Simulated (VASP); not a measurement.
Runs of VASP 6.6.1 on AlW3. The structure is that of space group Pm-3m (No. 221), or close to it. The cells are those of the table. 

| task | cell | k mesh | cutoff (eV) | gap on the mesh (eV) | pressure (GPa) | relaxed volume (Å³/atom) |
| --- | --- | --- | --- | --- | --- | --- |
| single point | a = 3.945 Å, 4 atoms | 4 × 4 × 4 | 520 | none | 8.0 | - |
| single point | a = 3.984 Å, 4 atoms | 4 × 4 × 4 | 520 | none | 0.2 | - |
| relaxation of cell and atoms | relaxed from a = 3.984 Å, 4 atoms | 12 × 12 × 12 | 600 | none | -0.1 | (a) |
| single point | a = 3.989 Å, 4 atoms | 12 × 12 × 12 | 520 | none | (b) | - |
| relaxation of cell and atoms | relaxed from a = 3.945 Å, 4 atoms | 4 × 4 × 4 | 600 | none | -0.2 | 15.85 |

Alike in all rows: level PBE; potentials or basis VASP PAW PBE potentials, release 64 (Al, W_sv); no spin polarisation; smearing gaussian 0.1 eV.

Question: Fill in the values left out.

Answer: (a) 15.89; (b) 0.3.

Caveats: some runs use coarse meshes; spin-orbit coupling is left out, which moves the levels of the heavy elements.

A k mesh can miss the band edges, and the runs leave out spin-orbit coupling on W.

A gap of «none» marks levels without a gap at the run's occupations.
